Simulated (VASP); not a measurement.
# SiC (scan) (P6_3mc) in VASP: further runs, part 2 of 3

VASP 6.6.1. Earlier steps stand in the parts before.

### 3 Single point, r2SCAN

Contents of POSCAR:

```
SiC
1.0
    3.0754984732      0.0000000000      0.0000000000
   -1.5377492366      2.6634598071      0.0000000000
    0.0000000000      0.0000000000      5.0485506836
Si C
2 2
Direct
    0.3333333333      0.6666666667     -0.0003991723
    0.6666666667      0.3333333333      0.4996008277
    0.3333333333      0.6666666667      0.3753991723
    0.6666666667      0.3333333333      0.8753991723
```

Contents of INCAR.step1:

```
ALGO = Normal
EDIFF = 1E-4
ENCUT = 520
GGA = PE
ISMEAR = 0
LASPH = True
LCHARG = False
LREAL = False
LWAVE = True
NBANDS = 16
NELM = 80
PREC = Accurate
SIGMA = 0.01
```

Contents of INCAR.step2:

```
ALGO = Normal
EDIFF = 1E-7
ENCUT = 520
ISIF = 2
ISMEAR = 0
ISTART = 1
LASPH = True
LCHARG = False
LMIXTAU = True
LREAL = False
LWAVE = False
METAGGA = R2SCAN
NBANDS = 16
NELM = 80
PREC = Accurate
SIGMA = 0.01
```

Contents of KPOINTS:

```
k-points
0
Gamma
  9 9 6
```

Potentials or basis: VASP PAW PBE potentials, release 64 (Si, C).

On the command line:

```bash
> cat potpaw_PBE.64/Si/POTCAR potpaw_PBE.64/C/POTCAR > POTCAR
> cp INCAR.step1 INCAR
> mpirun -np 1 vasp_std > vasp.out
> cp INCAR.step2 INCAR
> mpirun -np 1 vasp_std > vasp.out
```

OUTCAR:

```text
EDIFF = 1E-7
   ENCUT = 520
   ISIF = 2
   ISMEAR = 0
   ISTART = 1
   LASPH = True
   LREAL = False
   METAGGA = R2SCAN
   NELM = 80
   PREC = Accurate

 ion  position               nearest neighbor table
   1  0.333  0.667  1.000-   4 1.88   4 1.88   4 1.88   3 1.90   2 3.09   2 3.09   2 3.09   2 3.09
                             2 3.09   2 3.09
   2  0.667  0.333  0.500-   3 1.88   3 1.88   3 1.88   4 1.90   1 3.09   1 3.09   1 3.09   1 3.09
                             1 3.09   1 3.09
   3  0.333  0.667  0.375-   2 1.88   2 1.88   2 1.88   1 1.90
   4  0.667  0.333  0.875-   1 1.88   1 1.88   1 1.88   2 1.90

  LATTYP: Found a hexagonal cell.
 ALAT       =     3.0754984732
 C/A-ratio  =     1.6415389985

  Lattice vectors:

 A1 = (   3.0754984732,   0.0000000000,   0.0000000000)
 A2 = (  -1.5377492366,   2.6634598071,   0.0000000000)
 A3 = (   0.0000000000,   0.0000000000,   5.0485506836)

Analysis of symmetry for initial positions (statically):
=====================================================================
[... 174 lines left out ...]
  ---------------------------------------------------
  free energy    TOTEN  =       -38.63755191 eV

  energy without entropy =      -38.63755191  energy(sigma->0) =      -38.63755191

 E-fermi :   8.2382     XC(G=0): -11.9282

 val. band max:        8.1439534317   @ k =   0.0000   0.0000   0.0000
 cond. band min:      10.8024733655   @ k =   0.3333   0.3333   0.0000
 fundamental gap:      2.6585199339
 Fermi energy:         8.2381527866

 k-point     1 :       0.0000    0.0000    0.0000
  band No.  band energies     occupation
      1      -8.2096      2.00000
      2      -4.5831      2.00000
      3      -0.8475      2.00000
      4       6.7587      2.00000
      5       6.7587      2.00000
      6       8.0302      2.00000
[... 433 lines left out ...]
      3       1.1446      2.00000
      4       1.1446      2.00000
      5       1.3167      2.00000
      6       3.8222      2.00000
[... 8 lines left out ...]
     15      21.1845      0.00000
     16      21.3009      0.00000

 [... further k-points ...]
[... 5 lines left out ...]
  --------------------------------------------------------------------------------------
  -------------------------------------------------------------------------------------
  Total       -0.0588737     -0.0588737     -0.0563259      0.0000000      0.0000000     -0.0000000
  in kB       -2.2808854     -2.2808854     -2.1821771      0.0000000      0.0000000     -0.0000000
  external PRESSURE =      -2.2479826 kB  Pullay stress =       0.0000000 kB

 VOLUME and BASIS-vectors are now :
 -----------------------------------------------------------------------------
  energy-cutoff  :      520.00
  volume of cell :       41.36
      direct lattice vectors                 reciprocal lattice vectors
     3.075498473  0.000000000  0.000000000     0.325150543  0.187725754  0.000000000
    -1.537749237  2.663459807  0.000000000     0.000000000  0.375451508  0.000000000
     0.000000000  0.000000000  5.048550684     0.000000000  0.000000000  0.198076649

 POSITION                                       TOTAL-FORCE (eV/Angst)
 -----------------------------------------------------------------------------------
     -0.00000      1.77564      5.04654        -0.000000      0.000000     -0.000587
      1.53775      0.88782      2.52226        -0.000000      0.000000     -0.000587
     -0.00000      1.77564      1.89522         0.000000     -0.000000      0.000587
      1.53775      0.88782      4.41950        -0.000000      0.000000      0.000587
 -----------------------------------------------------------------------------------
    total drift:                               -0.000000     -0.000000      0.000401

  FREE ENERGIE OF THE ION-ELECTRON SYSTEM (eV)
  ---------------------------------------------------
  free  energy   TOTEN  =       -38.6375519051 eV

  energy  without entropy=      -38.6375519051  energy(sigma->0) =      -38.63755191
```

OSZICAR.step1:

```text
N       E                     dE             d eps       ncg     rms          rms(c)
DAV:   1     0.258993562236E+02    0.25899E+02   -0.72253E+03  1536   0.902E+02
DAV:   2    -0.312726599164E+02   -0.57172E+02   -0.52457E+02  2208   0.156E+02
DAV:   3    -0.338118651236E+02   -0.25392E+01   -0.25284E+01  2088   0.304E+01
DAV:   4    -0.338303785328E+02   -0.18513E-01   -0.18512E-01  1808   0.320E+00
DAV:   5    -0.338305562680E+02   -0.17774E-03   -0.17773E-03  2032   0.299E-01    0.125E+01
DAV:   6    -0.301909480446E+02    0.36396E+01   -0.65327E+00  1936   0.157E+01    0.563E+00
DAV:   7    -0.301208561827E+02    0.70092E-01   -0.11262E+00  2184   0.617E+00    0.248E+00
DAV:   8    -0.301041578892E+02    0.16698E-01   -0.47686E-02  1728   0.140E+00    0.630E-01
DAV:   9    -0.301025255960E+02    0.16323E-02   -0.77103E-03  1960   0.594E-01    0.123E-01
DAV:  10    -0.301028382669E+02   -0.31267E-03   -0.10193E-03  1848   0.185E-01    0.572E-02
DAV:  11    -0.301028644313E+02   -0.26164E-04   -0.84122E-05  1336   0.692E-02
   1 F= -.30102864E+02 E0= -.30102864E+02  d E =-.514024E-75
```

Run time: 99 s. Hardware: 1 thread of Intel Xeon 6975P-C (Granite Rapids), shared host; peak memory 0.17 GiB.

Results:

| Property | Result |
| --- | --- |
| Free energy | -38.6376 eV |
| Pressure | -0.2 GPa |
| Band gap on the k mesh | 2.66 eV, indirect (least direct gap 4.52 eV) |

Caveat: the PAW data sets were made with another functional, which shifts forces and pressure a little.

### 4 Single point, r2SCAN

Contents of POSCAR:

```
SiC
1.0
    3.0754984732      0.0000000000      0.0000000000
   -1.5377492366      2.6634598071      0.0000000000
    0.0000000000      0.0000000000      5.0485506836
Si C
2 2
Direct
    0.3333333333      0.6666666667     -0.0097142964
    0.6666666667      0.3333333333      0.4902857036
    0.3333333333      0.6666666667      0.3847142964
    0.6666666667      0.3333333333      0.8847142964
```

Contents of INCAR.step1:

```
  PREC = Accurate
  ENCUT = 520
  ISMEAR = 0
  SIGMA = 0.01
  LREAL = False
  LASPH = True
  NELM = 100
  NBANDS = 16
  GGA = PE
  ALGO = Normal
  EDIFF = 1E-4
  LWAVE = True
  LCHARG = False
```

Contents of INCAR.step2:

```
  PREC = Accurate
  ENCUT = 520
  EDIFF = 1E-6
  ISMEAR = 0
  SIGMA = 0.01
  LREAL = False
  LASPH = True
  NELM = 100
  ALGO = Normal
  ISIF = 2
  LWAVE = False
  LCHARG = True
  METAGGA = R2SCAN
  LMIXTAU = True
  LELF = True
  LVHAR = True
  NBANDS = 16
  ISTART = 1
```

Contents of KPOINTS:

```
Automatic mesh
0
Gamma
  9 9 6
```

Potentials or basis: VASP PAW PBE potentials, release 64 (Si, C).

On the command line:

```bash
> cat potpaw_PBE.64/Si/POTCAR potpaw_PBE.64/C/POTCAR > POTCAR
> cp INCAR.step1 INCAR
> mpirun -np 1 vasp_std > vasp.out
> cp INCAR.step2 INCAR
> mpirun -np 1 vasp_std > vasp.out
```

OUTCAR:

```text
PREC = Accurate
   ENCUT = 520
   EDIFF = 1E-6
   ISMEAR = 0
   LREAL = False
   LASPH = True
   NELM = 100
   ISIF = 2
   METAGGA = R2SCAN
   ISTART = 1

 ion  position               nearest neighbor table
   1  0.333  0.667  0.990-   4 1.85   4 1.85   4 1.85   3 1.99   2 3.09   2 3.09   2 3.09   2 3.09
                             2 3.09   2 3.09
   2  0.667  0.333  0.490-   3 1.85   3 1.85   3 1.85   4 1.99   1 3.09   1 3.09   1 3.09   1 3.09
                             1 3.09   1 3.09
   3  0.333  0.667  0.385-   2 1.85   2 1.85   2 1.85   1 1.99
   4  0.667  0.333  0.885-   1 1.85   1 1.85   1 1.85   2 1.99

  LATTYP: Found a hexagonal cell.
 ALAT       =     3.0754984732
 C/A-ratio  =     1.6415389985

  Lattice vectors:

 A1 = (   3.0754984732,   0.0000000000,   0.0000000000)
 A2 = (  -1.5377492366,   2.6634598071,   0.0000000000)
 A3 = (   0.0000000000,   0.0000000000,   5.0485506836)

Analysis of symmetry for initial positions (statically):
=====================================================================
 Subroutine PRICEL returns:
 Original cell was already a primitive cell.

 Routine SETGRP: Setting up the symmetry group for a
 hexagonal supercell.

 Subroutine GETGRP returns: Found 12 space group operations
 (whereof  6 operations were pure point group operations)
 out of a pool of 24 trial point group operations.

The static configuration has the point symmetry C_3v.
 The point group associated with its full space group is C_6v.

Analysis of symmetry for dynamics (positions and initial velocities):
=====================================================================
 Subroutine PRICEL returns:
 Original cell was already a primitive cell.

 Routine SETGRP: Setting up the symmetry group for a
 hexagonal supercell.

 Subroutine GETGRP returns: Found 12 space group operations
[... 122 lines left out ...]
   EFERMI =   0.00;   METHOD = LEGACY
   ISMEAR =     0;   SIGMA  =   0.01  broadening in eV -4-tet -1-fermi 0-gaus
   EFERMI_NEDOS =   21; number of points for ismear=-14 and -15
   IALGO  =     38    algorithm
   IMIX   =      4    mixing-type and parameters
     AMIX     =   0.40;   BMIX     =  1.00
     AMIX_MAG =   1.60;   BMIX_MAG =  1.00
  volume/ion in A,a.u.               =      10.34        69.77
  Fermi-wavevector in a.u.,A,eV,Ry     =   1.192904  2.254261 19.361350  1.423019
  Thomas-Fermi vector in A             =   2.328931
   LORBIT       =      0    0 simple, 1 ext, 2 COOP (PROOUT), +10 PAW based schemes
   METAGGA = R2SCAN    functional components
   LHFCALC =     F    Hartree Fock is set to
   AEXX    =    0.0000 exact exchange contribution
   IVDW    =     0    specifies the selected vdW correction
   LEPSILON=     F    determine dielectric tensor
   LRPA    =     F    only Hartree local field effects (RPA)
 non-spin polarized calculation
 Gauss-broadening in eV      SIGMA  =   0.01
  energy-cutoff  :      520.00
  volume of cell :       41.36
 maximum number of plane-waves:      1125
 NGX is ok and might be reduce to    24
   NGX = 11   NGY = 11   NGZ = 19

 number of electron      16.0000000 magnetization

 Free energy of the ion-electron system (eV)
  ---------------------------------------------------
  ext. energy  EPLUGINS =         0.00000000
  ---------------------------------------------------
  free energy    TOTEN  =       -38.49567488 eV

  energy without entropy =      -38.49567488  energy(sigma->0) =      -38.49567488

 E-fermi :   8.6280     XC(G=0): -11.9262

 val. band max:        8.5754035981   @ k =   0.0000   0.0000   0.0000
 cond. band min:      11.2046594532   @ k =   0.3333   0.3333   0.0000
 fundamental gap:      2.6292558550
 Fermi energy:         8.6279670213

 k-point     1 :       0.0000    0.0000    0.0000
  band No.  band energies     occupation
      1      -8.2248      2.00000
      2      -4.7199      2.00000
      3      -0.5375      2.00000
      4       6.5618      2.00000
      5       6.5618      2.00000
      6       7.8733      2.00000
[... 433 lines left out ...]
      3       1.0240      2.00000
      4       1.0240      2.00000
      5       1.2082      2.00000
      6       3.5759      2.00000
[... 8 lines left out ...]
     15      20.7760      0.00000
     16      21.2935      0.00000

 [... further k-points ...]
[... 5 lines left out ...]
  --------------------------------------------------------------------------------------
  -------------------------------------------------------------------------------------
  Total        0.8404980      0.8404980     -1.1261669      0.0000000      0.0000000      0.0000000
  in kB       32.5625857     32.5625857    -43.6299729      0.0000000      0.0000000      0.0000000
  external PRESSURE =       7.1650662 kB  Pullay stress =       0.0000000 kB

 VOLUME and BASIS-vectors are now :
 -----------------------------------------------------------------------------
  energy-cutoff  :      520.00
  volume of cell :       41.36
      direct lattice vectors                 reciprocal lattice vectors
     3.075498473  0.000000000  0.000000000     0.325150543  0.187725754  0.000000000
    -1.537749237  2.663459807  0.000000000     0.000000000  0.375451508  0.000000000
     0.000000000  0.000000000  5.048550684     0.000000000  0.000000000  0.198076649

 POSITION                                       TOTAL-FORCE (eV/Angst)
 -----------------------------------------------------------------------------------
     -0.00000      1.77564      4.99951         0.000000     -0.000000      1.401098
      1.53775      0.88782      2.47523        -0.000000      0.000000      1.401098
     -0.00000      1.77564      1.94225        -0.000000      0.000000     -1.401098
      1.53775      0.88782      4.46652        -0.000000     -0.000000     -1.401098
 -----------------------------------------------------------------------------------
    total drift:                               -0.000000      0.000000     -0.001440

  FREE ENERGIE OF THE ION-ELECTRON SYSTEM (eV)
  ---------------------------------------------------
  free  energy   TOTEN  =       -38.4956748806 eV

  energy  without entropy=      -38.4956748806  energy(sigma->0) =      -38.49567488
```

OUTCAR.step1:

```text
PREC = Accurate
   ENCUT = 520
   ISMEAR = 0
   LREAL = False
   LASPH = True
[... 689 lines left out ...]
     -0.00000      1.77564      4.99951         0.000000      0.000000      1.362423
      1.53775      0.88782      2.47523        -0.000000     -0.000000      1.362423
     -0.00000      1.77564      1.94225         0.000000     -0.000000     -1.362423
      1.53775      0.88782      4.46652        -0.000000     -0.000000     -1.362423
 -----------------------------------------------------------------------------------
    total drift:                                0.000000      0.000000      0.002362

  FREE ENERGIE OF THE ION-ELECTRON SYSTEM (eV)
  ---------------------------------------------------
  free  energy   TOTEN  =       -29.9644033729 eV

  energy  without entropy=      -29.9644033729  energy(sigma->0) =      -29.96440337
```

Run time: 86 s. Hardware: 1 thread of Intel Xeon 6975P-C (Granite Rapids), shared host; peak memory 0.17 GiB.

Results:

| Quantity | Value |
| --- | --- |
| Free energy | -38.4957 eV |
| Pressure | 0.7 GPa |
| Largest force | 1.401 eV/Å |
| Band gap on the k mesh | 2.63 eV, indirect (least direct gap 4.74 eV) |

Forces on the atoms (eV/Å):
```
Si   0.000  0.000  1.401
Si   0.000  0.000  1.401
C    0.000  0.000 -1.401
C    0.000  0.000 -1.401
```

Levels at points of the mesh, in eV from the valence-band top:
```tsv
k point	band 6	band 7	band 8	band 9	band 10	band 11
(0.00, 0.00, 0.00)	-0.70	-0.70	0.00	4.89	6.23	6.74
(0.00, 0.00, 0.50)	-1.41	-1.41	-1.41	6.00	6.00	7.40
```

Caveat: the PAW data sets were made with another functional, which shifts forces and pressure a little. r2SCAN opens gaps a little over a GGA but as a rule still falls short of measured ones.

(Part 2 of 3 ends here.)
